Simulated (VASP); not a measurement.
# Be (P3_121) in VASP: relaxation of cell and atoms with PBEsol

Aim: the relaxation of cell and atoms of Be with PBEsol.

Everything below comes from runs of VASP 6.6.1. Logs are shortened: lines on timing, memory, paths and dates and some standing lists are left out, and cuts for length are marked.

### 1 The cell of the first run

Symmetry: P3_121, No. 152, trigonal system. The conventional cell has a = 2.913 Å, b = 2.913 Å, c = 3.305 Å, α = 90.00°, β = 90.00°, γ = 120.00°. Be (site symmetry 2) has 2 Be at 1.58 Å within 2.1 Å.

### 2 Relaxation of cell and atoms, PBEsol

File INCAR:

```
SYSTEM = Be
PREC = Accurate
ENCUT = 600
EDIFF = 1E-6
ISMEAR = 0
SIGMA = 0.1
LREAL = .FALSE.
LASPH = .TRUE.
NELM = 60
ALGO = Normal
ISIF = 3
LWAVE = .FALSE.
LCHARG = .FALSE.
GGA = PS
IBRION = 2
NSW = 90
EDIFFG = -0.04
```

File KPOINTS:

```
Automatic mesh
0
G
  6 6 6
  0 0 0
```

File POSCAR:

```
Be
1.0
    2.9132112873      0.0000000000      0.0000000000
   -1.4566056437      2.5229149814      0.0000000000
    0.0000000000      0.0000000000      3.3051357248
Be
3
Direct
    0.2254000000      0.0000000000      0.3333333333
    0.0000000000      0.2254000000      0.6666666667
    0.7746000000      0.7746000000      0.0000000000
```

Potentials or basis: VASP PAW PBE potentials, release 64 (Be).

Started as:

```console
> cat potpaw_PBE.64/Be/POTCAR > POTCAR
> mpirun -np 1 vasp_std > vasp.out
```

OUTCAR:

```text
SYSTEM = Be
   PREC = Accurate
   ENCUT = 600
   EDIFF = 1E-6
   ISMEAR = 0
   LREAL = .FALSE.
   LASPH = .TRUE.
   NELM = 60
   ISIF = 3
   GGA = PS
   IBRION = 2
   NSW = 90
   EDIFFG = -0.04

 ion  position               nearest neighbor table
   1  0.225  0.000  0.333-   3 1.58   2 1.58   3 2.29   3 2.29   2 2.29   2 2.29
   2  0.000  0.225  0.667-   3 1.58   1 1.58   3 2.29   3 2.29   1 2.29   1 2.29
   3  0.775  0.775  0.000-   1 1.58   2 1.58   2 2.29   1 2.29   1 2.29   2 2.29

  LATTYP: Found a hexagonal cell.
 ALAT       =     2.9132112873
 C/A-ratio  =     1.1345334749

  Lattice vectors:

 A1 = (   2.9132112873,   0.0000000000,   0.0000000000)
 A2 = (  -1.4566056437,   2.5229149814,   0.0000000000)
 A3 = (   0.0000000000,   0.0000000000,   3.3051357248)

Analysis of symmetry for initial positions (statically):
=====================================================================
 Subroutine PRICEL returns:
 Original cell was already a primitive cell.

 Routine SETGRP: Setting up the symmetry group for a
 hexagonal supercell.

 Subroutine GETGRP returns: Found  6 space group operations
 (whereof  2 operations were pure point group operations)
 out of a pool of 24 trial point group operations.

The static configuration has the point symmetry C_2 .
 The point group associated with its full space group is D_3 .

Analysis of symmetry for dynamics (positions and initial velocities):
=====================================================================
 Subroutine PRICEL returns:
 Original cell was already a primitive cell.

 Routine SETGRP: Setting up the symmetry group for a
 hexagonal supercell.

 Subroutine GETGRP returns: Found  6 space group operations
 (whereof  2 operations were pure point group operations)
 out of a pool of 24 trial point group operations.

The dynamic configuration has the point symmetry C_2 .
 The point group associated with its full space group is D_3 .

 Subroutine INISYM returns: Found  6 space group operations
 (whereof  2 operations are pure point group operations),
 and found     1 'primitive' translations

----------------------------------------------------------------------------------------

                                     Primitive cell

  volume of cell :      24.2920

  direct lattice vectors                    reciprocal lattice vectors
     2.913211287  0.000000000  0.000000000     0.343263808  0.198183452  0.000000000
    -1.456605644  2.522914981  0.000000000     0.000000000  0.396366904  0.000000000
     0.000000000  0.000000000  3.305135725     0.000000000  0.000000000  0.302559436

  length of vectors
     2.913211287  2.913211287  3.305135725     0.396366904  0.396366904  0.302559436

  position of ions in fractional coordinates (direct lattice)
     0.225400000  0.000000000  0.333333333
     0.000000000  0.225400000  0.666666667
     0.774600000  0.774600000  0.000000000

  ion indices of the primitive-cell ions
   primitive index   ion index
                 1           1
                 2           2
                 3           3

----------------------------------------------------------------------------------------

 KPOINTS: Automatic mesh

Automatic generation of k-mesh.
 Grid dimensions read from file:
 generate k-points for:    6    6    6

 Generating k-lattice:

  Cartesian coordinates                     Fractional coordinates (reciprocal lattice)
     0.057210635  0.033030575  0.000000000     0.166666667  0.000000000  0.000000000
     0.000000000  0.066061151  0.000000000     0.000000000  0.166666667  0.000000000
     0.000000000  0.000000000  0.050426573     0.000000000  0.000000000  0.166666667

  Length of vectors
     0.066061151  0.066061151  0.050426573

  Shift w.r.t. Gamma in fractional coordinates (k-lattice)
     0.000000000  0.000000000  0.000000000

 Subroutine IBZKPT returns following result:
 ===========================================

 Found     34 irreducible k-points:

 Following reciprocal coordinates:
            Coordinates               Weight
  0.000000  0.000000  0.000000      1.000000
  0.166667  0.000000  0.000000      6.000000
  0.333333  0.000000  0.000000      6.000000
  0.500000  0.000000  0.000000      3.000000
  0.166667  0.166667  0.000000      6.000000
  0.333333  0.166667  0.000000     12.000000
[... 16 lines left out ...]
  0.500000  0.000000  0.333333      6.000000
  0.166667  0.166667  0.333333     12.000000
 [... further k-points ...]
   k-points           NKPTS =     34   k-points in BZ     NKDIM =     34   number of bands    NBANDS=      7
   number of dos      NEDOS =    301   number of ions     NIONS =      3
   total plane-waves  NPLWV =  16128
   dimension x,y,z NGX =    24 NGY =   24 NGZ =   28
   dimension x,y,z NGXF=    48 NGYF=   48 NGZF=   56
   ions per type =               3
   NGX,Y,Z   is equivalent  to a cutoff of  13.70, 13.70, 14.08 a.u.
   NGXF,Y,Z  is equivalent  to a cutoff of  27.39, 27.39, 28.17 a.u.
 SYSTEM =  Be
   PREC   = accura    normal or accurate (medium, high low for compatibility)
   ISTART =      0    job   : 0-new  1-cont  2-samecut
   ICHARG =      2    charge: 1-file 2-atom 10-const
   ISPIN  =      1    spin polarized calculation?
   LNONCOLLINEAR =      F non collinear calculations
   LSORBIT =      F    spin-orbit coupling
   LASPH  =      T    aspherical Exc in radial PAW
   ENCUT  =  600.0 eV  44.10 Ry    6.64 a.u.   5.82  5.82  6.60*2*pi/ulx,y,z
   NELM   =     60;   NELMIN=  2; NELMDL= -5     # of ELM steps
   EDIFF  = 0.1E-05   stopping-criterion for ELM
   LREAL  =      F    real-space projection
   EDIFFG = -.4E-01   stopping-criterion for IOM
   NSW    =     90    number of steps for IOM
   IBRION =      2    ionic relax: 0-MD 1-quasi-New 2-CG
   NFREE  =      1    steps in history (QN), initial steepest desc. (CG)
   ISIF   =      3    stress and relaxation
   ISYM   =      2    0-nonsym 1-usesym 2-fastsym
   POTIM  = 0.5000    time-step for ionic-motion
   TEBEG  =    0.0;   TEEND  =   0.0 temperature during run
   PSTRESS=    0.0 pullay stress
   NELECT =       6.0000    total number of electrons
   NUPDOWN=      -1.0000    fix difference up-down
   EMIN   =  10.00;   EMAX   =-10.00  energy-range for DOS
   EFERMI =   0.00;   METHOD = LEGACY
   ISMEAR =     0;   SIGMA  =   0.10  broadening in eV -4-tet -1-fermi 0-gaus
   EFERMI_NEDOS =   21; number of points for ismear=-14 and -15
   IALGO  =     38    algorithm
   IMIX   =      4    mixing-type and parameters
     AMIX     =   0.40;   BMIX     =  1.00
     AMIX_MAG =   1.60;   BMIX_MAG =  1.00
  volume/ion in A,a.u.               =       8.10        54.64
  Fermi-wavevector in a.u.,A,eV,Ry     =   1.027158  1.941047 14.354877  1.055054
  Thomas-Fermi vector in A             =   2.161088
   LORBIT       =      0    0 simple, 1 ext, 2 COOP (PROOUT), +10 PAW based schemes
   GGA     = PS    functional components
   LHFCALC =     F    Hartree Fock is set to
   AEXX    =    0.0000 exact exchange contribution
   IVDW    =     0    specifies the selected vdW correction
   LEPSILON=     F    determine dielectric tensor
   LRPA    =     F    only Hartree local field effects (RPA)
 conjugate gradient relaxation of ions
 non-spin polarized calculation
 Gauss-broadening in eV      SIGMA  =   0.10
  energy-cutoff  :      600.00
  volume of cell :       24.29
 maximum number of plane-waves:       824
 NGX is ok and might be reduce to    24
   NGX = 11   NGY = 11   NGZ = 13

--------------------------------------- Ionic step        1  -------------------------------------------

 number of electron       6.0000000 magnetization

 Free energy of the ion-electron system (eV)
  ---------------------------------------------------
  ext. energy  EPLUGINS =         0.00000000
  ---------------------------------------------------
  free energy    TOTEN  =        -5.15066054 eV

  energy without entropy =       -5.14174126  energy(sigma->0) =       -5.14620090

------------------------ aborting loop because EDIFF is reached ----------------------------------------

  FORCE on cell =-STRESS in cart. coord.  units (eV):
  Direction    XX          YY          ZZ          XY          YZ          ZX
  --------------------------------------------------------------------------------------
  -------------------------------------------------------------------------------------
  Total        6.6699128      6.6699128     11.5817527     -0.0000000      0.0000000     -0.0000000
  in kB      439.9130431    439.9130431    763.8726707     -0.0000000      0.0000000     -0.0000000
  external PRESSURE =     547.8995856 kB  Pullay stress =       0.0000000 kB
[... 92 lines left out ...]
  FREE ENERGIE OF THE ION-ELECTRON SYSTEM (eV)
  ---------------------------------------------------
  free  energy   TOTEN  =        -8.9123808359 eV

  energy  without entropy=       -8.9039489875  energy(sigma->0) =       -8.90816491

 E-fermi :   4.9583     XC(G=0):  -9.8991

 val. band max:        4.7989733840   @ k =   0.3333   0.0000   0.1667
 cond. band min:       4.9777273140   @ k =   0.3333   0.0000   0.1667
 fundamental gap:      0.1787539300
 Fermi energy:         4.9583084272

 k-point     1 :       0.0000    0.0000    0.0000
  band No.  band energies     occupation
      1      -4.8167      2.00000
      2       7.2463      0.00000
      3       7.2463      0.00000
      4       7.4317      0.00000
      5       8.1095      0.00000
      6       8.1095      0.00000
      7       8.8322      0.00000
[... 221 lines left out ...]
 k-point    24 :       0.1667    0.1667    0.3333
  band No.  band energies     occupation
      1      -2.3235      2.00000
      2       1.5077      2.00000
      3       4.6029      2.00000
      4       5.2621      0.00002
      5       8.5424      0.00000
      6       9.4131      0.00000
      7      12.0610      0.00000

 [... further k-points ...]

[... ionic steps 4 to 32 ...]

--------------------------------------- Ionic step       33  -------------------------------------------

 number of electron       6.0000000 magnetization

------------------------ aborting loop because EDIFF is reached ----------------------------------------
[... 69 lines left out ...]
--------------------------------------- Ionic step       35  -------------------------------------------

 number of electron       6.0000000 magnetization

 Free energy of the ion-electron system (eV)
  ---------------------------------------------------
  ext. energy  EPLUGINS =         0.00000000
  ---------------------------------------------------
  free energy    TOTEN  =       -11.70808556 eV

  energy without entropy =      -11.70343551  energy(sigma->0) =      -11.70576053

 E-fermi :   7.7476     XC(G=0): -10.6624

 val. band max:        7.7257456933   @ k =   0.5000   0.0000   0.3333
 cond. band min:       7.7571685271   @ k =   0.0000   0.1667   0.3333
 fundamental gap:      0.0314228338
 Fermi energy:         7.7475750041

 k-point     1 :       0.0000    0.0000    0.0000
  band No.  band energies     occupation
      1      -4.2876      2.00000
      2       6.5838      2.00000
      3       6.5984      2.00000
      4       6.5984      2.00000
      5       6.6131      2.00000
      6      13.5082      0.00000
      7      13.5082      0.00000
[... 221 lines left out ...]
 k-point    24 :       0.1667    0.1667    0.3333
  band No.  band energies     occupation
      1      -0.7056      2.00000
      2       4.6092      2.00000
      3       5.3286      2.00000
      4       8.5184      0.00000
      5      11.8256      0.00000
      6      13.7969      0.00000
      7      14.3819      0.00000

 [... further k-points ...]
[... 5 lines left out ...]
  --------------------------------------------------------------------------------------
  -------------------------------------------------------------------------------------
  Total       -0.1151014     -0.1151014     -0.0198482      0.0000000      0.0000000      0.0000000
  in kB       -7.8916851     -7.8916851     -1.3608470      0.0000000      0.0000000      0.0000000
  external PRESSURE =      -5.7147390 kB  Pullay stress =       0.0000000 kB
[... 18 lines left out ...]
  FREE ENERGIE OF THE ION-ELECTRON SYSTEM (eV)
  ---------------------------------------------------
  free  energy   TOTEN  =       -11.7080855591 eV

  energy  without entropy=      -11.7034355091  energy(sigma->0) =      -11.70576053

 reached required accuracy - stopping structural energy minimisation
```

Wall time 99 s (1 thread of Intel Xeon Platinum 8259CL at 2.50GHz (Skylake/Cascade Lake), shared host); peak memory 0.14 GiB.

Results:

```yaml
Free_energy: -11.7081 eV
Relaxed_volume: 7.79 Å³/atom
Relaxed_cell: a = 3.535 Å, b = 3.535 Å, c = 2.159 Å, α = 90.00°, β = 90.00°, γ = 120.00°
Space_group_after_relaxing_to_0.05_Å: Im-3m (No. 229)
Energy_gained_by_relaxing: 2185.8 meV/atom
Ionic_steps: 35
Pressure_after_relaxing: -0.6 GPa
Largest_force_after_relaxing: 0.016 eV/Å
Band_gap_on_the_k_mesh: zero (band 3 reaches 11.96 eV, above the bottom of band 4 at 6.60 eV)
```

Forces in eV/Å, atoms in the order of the input:
```
Be   0.016  0.000  0.000
Be  -0.008  0.014  0.000
Be  -0.008 -0.014  0.000
```

Stress tensor (GPa, compression positive):
```
-0.79  0.00  0.00
 0.00 -0.79  0.00
 0.00  0.00 -0.14
```

Step by step:
| step | energy change (eV) | largest force (eV/Å) | pressure (GPa) | volume (Å³) |
| --- | --- | --- | --- | --- |
| 1 | 0.0000 | 8.4051 | 54.79 | 24.29 |
| 2 | -3.5454 | 0.4956 | -8.36 | 35.33 |
| 3 | -3.7617 | 0.2329 | -2.84 | 31.50 |
| 4 | -3.7620 | 0.1822 | -3.21 | 31.66 |
| 5 | -3.7795 | 0.1059 | -1.41 | 30.82 |
| 6 | -3.7848 | 0.0333 | 0.33 | 30.12 |
| 7 | -3.7894 | 0.0053 | 0.36 | 30.11 |
| 8 | -3.8199 | 0.0864 | 0.44 | 30.08 |
| 9 | -3.9734 | 0.2916 | -0.04 | 29.96 |
| 10 | -4.4296 | 0.6645 | -3.00 | 29.51 |
| 11 | -5.6408 | 1.1514 | -8.32 | 27.66 |
| 12 | 3.0838 | 0.8126 | 112.66 | 19.66 |
| 13 | -5.7958 | 1.2023 | -7.78 | 27.17 |
| 14 | -6.0282 | 1.0916 | -3.84 | 25.90 |
| 15 | -6.0207 | 1.1288 | -4.93 | 26.06 |
| 16 | -6.0212 | 1.1234 | -4.88 | 26.06 |
| 17 | -6.0228 | 1.1067 | -4.71 | 26.05 |
| 18 | -6.0251 | 1.0700 | -4.29 | 26.03 |
| 19 | -6.0241 | 1.0032 | -3.49 | 25.98 |
| 20 | -6.0257 | 1.0479 | -4.03 | 26.01 |
| 21 | -6.0274 | 1.0498 | -4.05 | 26.01 |
| 22 | -6.0323 | 1.0542 | -4.11 | 25.99 |
| 23 | -6.0422 | 1.0632 | -4.24 | 25.95 |
| 24 | -6.0624 | 1.0792 | -4.49 | 25.88 |
| 25 | -6.1035 | 1.0978 | -4.83 | 25.74 |
| 26 | -6.1849 | 1.0899 | -5.07 | 25.44 |
| 27 | -6.3017 | 0.8965 | -4.51 | 24.85 |
| 28 | -6.2233 | 0.0158 | 1.81 | 23.60 |
| 29 | -6.3224 | 0.7320 | -3.21 | 24.47 |
| 30 | -6.4193 | 0.5072 | -2.92 | 24.12 |
| 31 | -6.5346 | 0.3232 | 1.35 | 23.07 |
| 32 | -6.5371 | 0.1528 | 0.27 | 23.24 |
| 33 | -6.5375 | 0.1856 | 0.49 | 23.20 |
| 34 | -6.5519 | 0.1231 | -0.07 | 23.28 |
| 35 | -6.5574 | 0.0159 | -0.57 | 23.37 |

Final structure:
```
CELL_PARAMETERS angstrom
3.53503 0.00000 0.00000
-1.76751 3.06142 0.00000
0.00000 0.00000 2.15926
ATOMIC_POSITIONS crystal
Be 0.33297 0.00000 0.33333
Be 0.00000 0.33297 0.66667
Be 0.66703 0.66703 0.00000
```

Caveat: the k points lie up to 0.48 Å⁻¹ apart in the final cell; the PAW data sets were made with another functional, which shifts forces and pressure a little.
